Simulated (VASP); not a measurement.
Input of a VASP 6.6.1 run:

Contents of INCAR:

```
SYSTEM = LaSc
PREC = Accurate ; ENCUT = 520
EDIFF = 1E-6 ; ISMEAR = 0
SIGMA = 0.1 ; LREAL = .False.
LASPH = .True. ; NELM = 80
ALGO = Normal ; ISIF = 2
LWAVE = .False. ; LCHARG = .True.
GGA = PE ; LELF = .True.
LVHAR = .True. ; NBANDS = 18
```

File KPOINTS:

```
regular mesh
0
Gamma
  14 14 14
  0 0 0
```

File POSCAR:

```
LaSc
1.0
    3.7833450913      0.0000000000      0.0000000000
    0.0000000000      3.7833450913      0.0000000000
    0.0000000000      0.0000000000      3.7833450913
La Sc
1 1
Direct
    0.0000000000      0.0000000000      0.0000000000
    0.5000000000      0.5000000000      0.5000000000
```

Potentials or basis: VASP PAW PBE potentials, release 64 (La, Sc_sv).

The run is started by

```bash
$ cat potpaw_PBE.64/La/POTCAR potpaw_PBE.64/Sc_sv/POTCAR > POTCAR
$ mpirun -np 1 vasp_std > vasp.out
```

**Question.** What does it give for the pressure?

**Answer.** 5.7 GPa.

**Question.** Estimate the band gap on the k mesh.

**Answer.** Zero (band 11 reaches 7.68 eV, above the bottom of band 12 at 6.93 eV).

Caveat: spin-orbit coupling is left out, which moves the levels of the heavy elements.
